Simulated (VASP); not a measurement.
Wanted: the native input for a VASP 6.6.1 run.

```
Task                   : single point
Functional             : PBE
Potentials or basis    : VASP PAW PBE potentials, release 64 (Cr_pv, Pt, Se)
Cutoff                 : 520 eV
k mesh                 : 4 × 4 × 4
Occupations            : gaussian, width 0.1 eV
Spin                   : collinear spin, ferromagnetic start
Starting moments       : [3.0, 0.0, 0.0, 0.0, 0.0] μB
Dipole correction      : no
Further INCAR settings : ALGO = Normal; EDIFF = 1e-06; NBANDS = 32
```

The structure of CrPtSe3 lies in POSCAR:

```
CrPtSe3
1.0
    4.9792324034      0.0000000000      0.0000000000
    0.0000000000      4.9792324034      0.0000000000
    0.0000000000      0.0000000000      4.9792324034
Cr Pt Se
1 1 3
Direct
    0.5000000000      0.5000000000      0.5000000000
    0.0000000000      0.0000000000      0.0000000000
    0.5000000000      0.0000000000      0.0000000000
    0.0000000000      0.5000000000      0.0000000000
    0.0000000000      0.0000000000      0.5000000000
```

These files were run (other wordings do the same):

INCAR

```
SYSTEM = CrPtSe3
PREC = Accurate ; ENCUT = 520
EDIFF = 1E-6 ; ISMEAR = 0
SIGMA = 0.1 ; LREAL = .FALSE.
LASPH = .TRUE. ; NELM = 150
ALGO = Normal ; ISIF = 2
LWAVE = .FALSE. ; LCHARG = .TRUE.
ISPIN = 2 ; MAGMOM = 3 0 0 0 0
LORBIT = 11 ; LMAXMIX = 4
GGA = PE ; LELF = .TRUE.
LVHAR = .TRUE. ; NBANDS = 32
```

KPOINTS

```
Automatic mesh
0
G
  4 4 4
  0 0 0
```

Potentials or basis: VASP PAW PBE potentials, release 64 (Cr_pv, Pt, Se).

Launch:

```bash
$ cat potpaw_PBE.64/Cr_pv/POTCAR potpaw_PBE.64/Pt/POTCAR potpaw_PBE.64/Se/POTCAR > POTCAR
$ mpirun -np 1 vasp_std > vasp.out
```

Results of the run:

| Property | Result |
| --- | --- |
| Pressure | -0.1 GPa |
| Net moment | 2.91 μB per cell |
| Site moments | Cr +4.05; Pt -0.19; Se -0.32 μB |
| Valence electrons inside the program's atomic spheres | Cr 10.27; Pt 9.43; Se 3.74 |

Caveat: a cell with one magnetic atom can't hold antiferromagnetic order, which such compounds often take.

Run time: 90 s on 1 thread of Intel(R) Xeon(R) Platinum 8375C CPU @ 2.90GHz (Ice Lake) (shared host), peak memory 0.32 GiB.
